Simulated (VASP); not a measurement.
# Ni (P2_1/m) in VASP: electric field gradients with LDA

Aim: the electric field gradients of Ni with LDA.

Everything below comes from runs of VASP 6.6.1. Logs are shortened: lines on timing, memory, paths and dates and some standing lists are left out, and cuts for length are marked.

## Step 1: The cell of the first run

Symmetry: P2_1/m, No. 11, monoclinic system. The conventional cell has a = 2.448 Å, b = 4.073 Å, c = 2.448 Å, α = 90.00°, β = 120.00°, γ = 90.00°. Within 3.2 Å of Ni (site symmetry m) lie 12 Ni at 2.41 to 2.59 Å.

## Step 2: Electric field gradients, LDA, collinear spin, ferromagnetic start (atom 1 (Ni) moved by [0.141421, 0.141421, 0.0] A)

Contents of INCAR:

```
PREC = Accurate
ENCUT = 520
EDIFF = 1E-8
ISMEAR = -1
SIGMA = 0.08
LREAL = F
LASPH = T
NELM = 150
ALGO = Normal
ISIF = 2
LWAVE = F
LCHARG = F
ISPIN = 2
MAGMOM = 1.5 1.5
LORBIT = 11
LMAXMIX = 4
GGA = CA
LEFG = T
NBANDS = 21
```

Contents of KPOINTS:

```
regular mesh
0
Gamma
  15 15 8
```

Contents of POSCAR:

```
Ni
1.0
    2.4480228978      0.0000000000      0.0000000000
   -1.2240114489      2.1200500186      0.0000000000
    0.0000000000      0.0000000000      4.0728075700
Ni
2
Direct
    0.4244560318      0.7333731117      0.2500000000
    0.6666666667      0.3333333333      0.7500000000
```

Potentials or basis: VASP PAW LDA potentials, release 64 (Ni).

Run with:

```
cat potpaw_LDA.64/Ni/POTCAR > POTCAR
mpirun -np 1 vasp_std > vasp.out
```

OUTCAR:

```text
PREC = Accurate
   ENCUT = 520
   EDIFF = 1E-8
   ISMEAR = -1
   LREAL = F
   LASPH = T
   NELM = 150
   ISIF = 2
   ISPIN = 2
   LORBIT = 11
   GGA = CA

 ion  position               nearest neighbor table
   1  0.424  0.733  0.250-   2 2.41   2 2.41   2 2.46   2 2.46   2 2.59   2 2.59
   2  0.667  0.333  0.750-   1 2.41   1 2.41   1 2.46   1 2.46   1 2.59   1 2.59

  LATTYP: Found a hexagonal cell.
 ALAT       =     2.4480228978
 C/A-ratio  =     1.6637130207

  Lattice vectors:

 A1 = (   2.4480228978,   0.0000000000,   0.0000000000)
 A2 = (  -1.2240114489,   2.1200500186,   0.0000000000)
 A3 = (   0.0000000000,   0.0000000000,   4.0728075700)

Analysis of symmetry for initial positions (statically):
=====================================================================
 Subroutine PRICEL returns:
 Original cell was already a primitive cell.

 Routine SETGRP: Setting up the symmetry group for a
 hexagonal supercell.

 Subroutine GETGRP returns: Found  4 space group operations
 (whereof  1 operations were pure point group operations)
 out of a pool of 24 trial point group operations.

The static configuration has the point symmetry C_1 .
 The point group associated with its full space group is C_2h.

Analysis of symmetry for dynamics (positions and initial velocities):
=====================================================================
 Subroutine PRICEL returns:
 Original cell was already a primitive cell.

 Routine SETGRP: Setting up the symmetry group for a
 hexagonal supercell.

 Subroutine GETGRP returns: Found  4 space group operations
 (whereof  1 operations were pure point group operations)
 out of a pool of 24 trial point group operations.

The dynamic configuration has the point symmetry C_1 .
 The point group associated with its full space group is C_2h.

Analysis of structural, dynamic, and magnetic symmetry:
=====================================================================
 Subroutine PRICEL returns:
 Original cell was already a primitive cell.

 Routine SETGRP: Setting up the symmetry group for a
 hexagonal supercell.

 Subroutine GETGRP returns: Found  4 space group operations
 (whereof  1 operations were pure point group operations)
 out of a pool of 24 trial point group operations.

The overall configuration has the point symmetry C_1 .
 The point group associated with its full space group is C_2h.

 Subroutine INISYM returns: Found  4 space group operations
 (whereof  1 operations are pure point group operations),
 and found     1 'primitive' translations

----------------------------------------------------------------------------------------

                                     Primitive cell

  volume of cell :      21.1376

  direct lattice vectors                    reciprocal lattice vectors
     2.448022898  0.000000000  0.000000000     0.408492911  0.235843492  0.000000000
    -1.224011449  2.120050019  0.000000000     0.000000000  0.471686984  0.000000000
     0.000000000  0.000000000  4.072807570     0.000000000  0.000000000  0.245530873

  length of vectors
     2.448022898  2.448022898  4.072807570     0.471686984  0.471686984  0.245530873

  position of ions in fractional coordinates (direct lattice)
     0.424456032  0.733373112  0.250000000
     0.666666667  0.333333333  0.750000000

  ion indices of the primitive-cell ions
   primitive index   ion index
                 1           1
                 2           2

----------------------------------------------------------------------------------------

 KPOINTS: regular mesh

Automatic generation of k-mesh.
 Grid dimensions read from file:
 generate k-points for:   15   15    8

 Generating k-lattice:

  Cartesian coordinates                     Fractional coordinates (reciprocal lattice)
     0.027232861  0.015722899  0.000000000     0.066666667 -0.000000000  0.000000000
     0.000000000  0.031445799  0.000000000     0.000000000  0.066666667  0.000000000
     0.000000000  0.000000000  0.030691359     0.000000000  0.000000000  0.125000000

  Length of vectors
     0.031445799  0.031445799  0.030691359

  Shift w.r.t. Gamma in fractional coordinates (k-lattice)
     0.000000000  0.000000000  0.000000000

 Subroutine IBZKPT returns following result:
 ===========================================

 Found    565 irreducible k-points:

 Following reciprocal coordinates:
            Coordinates               Weight
  0.000000  0.000000  0.000000      1.000000
  0.066667 -0.000000  0.000000      2.000000
  0.000000  0.066667  0.000000      2.000000
 -0.066667  0.066667  0.000000      2.000000
  0.133333  0.000000  0.000000      2.000000
  0.000000  0.133333  0.000000      2.000000
[... 16 lines left out ...]
  0.066667  0.066667  0.000000      2.000000
 -0.066667  0.133333  0.000000      2.000000
 [... further k-points ...]
   k-points           NKPTS =    565   k-points in BZ     NKDIM =    565   number of bands    NBANDS=     21
   number of dos      NEDOS =    301   number of ions     NIONS =      2
   total plane-waves  NPLWV =   9720
   dimension x,y,z NGX =    18 NGY =   18 NGZ =   30
   dimension x,y,z NGXF=    36 NGYF=   36 NGZF=   60
   ions per type =               2
   NGX,Y,Z   is equivalent  to a cutoff of  12.22, 12.22, 12.25 a.u.
   NGXF,Y,Z  is equivalent  to a cutoff of  24.45, 24.45, 24.49 a.u.
 SYSTEM =  unknown system
   PREC   = accura    normal or accurate (medium, high low for compatibility)
   ISTART =      0    job   : 0-new  1-cont  2-samecut
   ICHARG =      2    charge: 1-file 2-atom 10-const
   ISPIN  =      2    spin polarized calculation?
   LNONCOLLINEAR =      F non collinear calculations
   LSORBIT =      F    spin-orbit coupling
   LASPH  =      T    aspherical Exc in radial PAW
   ENCUT  =  520.0 eV  38.22 Ry    6.18 a.u.   4.55  4.55  7.57*2*pi/ulx,y,z
   NELM   =    150;   NELMIN=  2; NELMDL= -5     # of ELM steps
   EDIFF  = 0.1E-07   stopping-criterion for ELM
   LREAL  =      F    real-space projection
   EDIFFG = 0.1E-06   stopping-criterion for IOM
   NSW    =      0    number of steps for IOM
   IBRION =     -1    ionic relax: 0-MD 1-quasi-New 2-CG
   NFREE  =      0    steps in history (QN), initial steepest desc. (CG)
   ISIF   =      2    stress and relaxation
   ISYM   =      2    0-nonsym 1-usesym 2-fastsym
   POTIM  = 0.5000    time-step for ionic-motion
   TEBEG  =    0.0;   TEEND  =   0.0 temperature during run
   PSTRESS=    0.0 pullay stress
   NELECT =      20.0000    total number of electrons
   NUPDOWN=      -1.0000    fix difference up-down
   EMIN   =  10.00;   EMAX   =-10.00  energy-range for DOS
   EFERMI =   0.00;   METHOD = LEGACY
   ISMEAR =    -1;   SIGMA  =   0.08  broadening in eV -4-tet -1-fermi 0-gaus
   EFERMI_NEDOS =   21; number of points for ismear=-14 and -15
   IALGO  =     38    algorithm
   IMIX   =      4    mixing-type and parameters
     AMIX     =   0.40;   BMIX     =  1.00
     AMIX_MAG =   1.60;   BMIX_MAG =  1.00
  volume/ion in A,a.u.               =      10.57        71.32
  Fermi-wavevector in a.u.,A,eV,Ry     =   1.607187  3.037143 35.144518  2.583049
  Thomas-Fermi vector in A             =   2.703255
   LORBIT       =     11    0 simple, 1 ext, 2 COOP (PROOUT), +10 PAW based schemes
   GGA     = CA    functional components
   LHFCALC =     F    Hartree Fock is set to
   AEXX    =    0.0000 exact exchange contribution
   IVDW    =     0    specifies the selected vdW correction
   LEPSILON=     F    determine dielectric tensor
   LRPA    =     F    only Hartree local field effects (RPA)
 spin polarized calculation
  energy-cutoff  :      520.00
  volume of cell :       21.14
 maximum number of plane-waves:       592
   NGX =  9   NGY =  9   NGZ = 15

 number of electron      20.0000002 magnetization       1.1888057

 Free energy of the ion-electron system (eV)
  ---------------------------------------------------
  ext. energy  EPLUGINS =         0.00000000
  ---------------------------------------------------
  free energy    TOTEN  =       -13.08007139 eV

  energy without entropy =      -13.00055869  energy(sigma->0) =      -13.04031504

 E-fermi :   9.4451     XC(G=0): -13.7817

 val. band max:        9.4446430473   @ k =  -0.0667   0.4667   0.0000
 cond. band min:       9.4452349080   @ k =  -0.2667   0.4000  -0.3750
 fundamental gap:      0.0005918607
 Fermi energy:         9.4450861014

 spin component 1

 k-point     1 :       0.0000    0.0000    0.0000
  band No.  band energies     occupation
      1       0.2603      1.00000
      2       4.4849      1.00000
      3       6.8146      1.00000
      4       7.0756      1.00000
      5       7.2144      1.00000
      6       7.3869      1.00000
[... 13 lines left out ...]
     20      37.1413      0.00000
     21      40.1339      0.00000
[... 529 lines left out ...]
 k-point    24 :      -0.0667    0.1333    0.0000
  band No.  band energies     occupation
      1       0.7377      1.00000
      2       4.7918      1.00000
      3       6.7108      1.00000
      4       7.1071      1.00000
      5       7.3535      1.00000
      6       7.4066      1.00000
[... 13 lines left out ...]
     20      38.5504      0.00000
     21      39.0233      0.00000

 [... further k-points ...]

 spin component 2

 k-point     1 :       0.0000    0.0000    0.0000
  band No.  band energies     occupation
      1       0.3070      1.00000
      2       4.8464      1.00000
      3       7.4060      1.00000
      4       7.6434      1.00000
      5       7.7979      1.00000
      6       7.9748      1.00000
[... 13 lines left out ...]
     20      37.2513      0.00000
     21      40.2826      0.00000
[... 529 lines left out ...]
 k-point    24 :      -0.0667    0.1333    0.0000
  band No.  band energies     occupation
      1       0.7852      1.00000
      2       5.1686      1.00000
      3       7.2743      1.00000
      4       7.6932      1.00000
      5       7.8074      1.00000
      6       7.9350      1.00000
[... 13 lines left out ...]
     20      38.6886      0.00000
     21      39.1787      0.00000

 [... further k-points ...]

------------------------ aborting loop because EDIFF is reached ----------------------------------------

  FORCE on cell =-STRESS in cart. coord.  units (eV):
  Direction    XX          YY          ZZ          XY          YZ          ZX
  --------------------------------------------------------------------------------------
  -------------------------------------------------------------------------------------
  Total       -1.5142000     -1.0327906     -1.4438849     -0.2408793      0.0000000      0.0000000
  in kB     -114.7726345    -78.2829900   -109.4429248    -18.2580566      0.0000000      0.0000000
  external PRESSURE =    -100.8328498 kB  Pullay stress =       0.0000000 kB

 VOLUME and BASIS-vectors are now :
 -----------------------------------------------------------------------------
  energy-cutoff  :      520.00
  volume of cell :       21.14
      direct lattice vectors                 reciprocal lattice vectors
     2.448022898  0.000000000  0.000000000     0.408492911  0.235843492  0.000000000
    -1.224011449  2.120050019  0.000000000     0.000000000  0.471686984  0.000000000
     0.000000000  0.000000000  4.072807570     0.000000000  0.000000000  0.245530873

 POSITION                                       TOTAL-FORCE (eV/Angst)
 -----------------------------------------------------------------------------------
      0.14142      1.55479      1.01820        -0.158749     -0.253532      0.000000
      1.22401      0.70668      3.05461         0.158749      0.253532     -0.000000
 -----------------------------------------------------------------------------------
    total drift:                               -0.000004     -0.000029     -0.000000

  FREE ENERGIE OF THE ION-ELECTRON SYSTEM (eV)
  ---------------------------------------------------
  free  energy   TOTEN  =       -13.0800713945 eV

  energy  without entropy=      -13.0005586878  energy(sigma->0) =      -13.04031504

 Electric field gradients (V/A^2)
---------------------------------------------------------------------
 ion       V_xx      V_yy      V_zz      V_xy      V_xz      V_yz
---------------------------------------------------------------------
   1       0.457     2.219    -2.676    -2.192    -0.000    -0.000
   2       0.459     2.214    -2.672    -2.197    -0.000    -0.000
---------------------------------------------------------------------

 Electric field gradients after diagonalization (V/A^2)
 (convention: |V_zz| > |V_xx| > |V_yy|)
----------------------------------------------------------------------
 ion       V_xx      V_yy      V_zz     asymmetry (V_yy - V_xx)/ V_zz
----------------------------------------------------------------------
   1      -2.676    -1.024     3.700       0.447
   2      -2.672    -1.029     3.702       0.444
----------------------------------------------------------------------

           NMR quadrupolar parameters

 Cq : quadrupolar parameter    Cq=e*Q*V_zz/h
 eta: asymmetry parameters     (V_yy - V_xx)/ V_zz
 Q  : nuclear electric quadrupole moment in mb (millibarn)
----------------------------------------------------------------------
 ion       Cq(MHz)       eta       Q (mb)
----------------------------------------------------------------------
   1       0.009       0.447       1.000
   2       0.009       0.444       1.000
----------------------------------------------------------------------

 total charge

# of ion       s       p       d       tot
------------------------------------------
    1        0.512   0.522   8.344   9.378
    2        0.512   0.522   8.344   9.378
--------------------------------------------------
tot          1.025   1.043  16.689  18.756

 magnetization (x)

# of ion       s       p       d       tot
------------------------------------------
    1       -0.004  -0.017   0.618   0.597
    2       -0.004  -0.017   0.618   0.597
--------------------------------------------------
tot         -0.008  -0.035   1.236   1.193
```

Wall time 3.4 min (1 thread of AMD EPYC 9R45 (Zen 5), shared host); peak memory 0.38 GiB.

What came out:

```yaml
Free_energy: -13.0801 eV
Pressure: -10.1 GPa
Largest_force: 0.299 eV/Å
Net_moment: 1.19 μB per cell
Site_moments: Ni +0.60 μB
Valence_electrons_inside_the_program's_atomic_spheres: Ni 9.38
```

Forces in eV/Å, atoms in the order of the input:
```
Ni  -0.159 -0.254  0.000
Ni   0.159  0.254  0.000
```

Electric field gradients, principal values (V/Å²):
```tsv
atom	least	middle	greatest (by size)
1 Ni	-1.024	-2.676	3.700
2 Ni	-1.029	-2.672	3.702
```

Caveat: the cell differs from its parent crystal (atom 1 (Ni) moved by [0.141421, 0.141421, 0.0] A); without QUAD_EFG the Cq values of the log hold for a quadrupole moment of 1 mb, not for the nuclei.
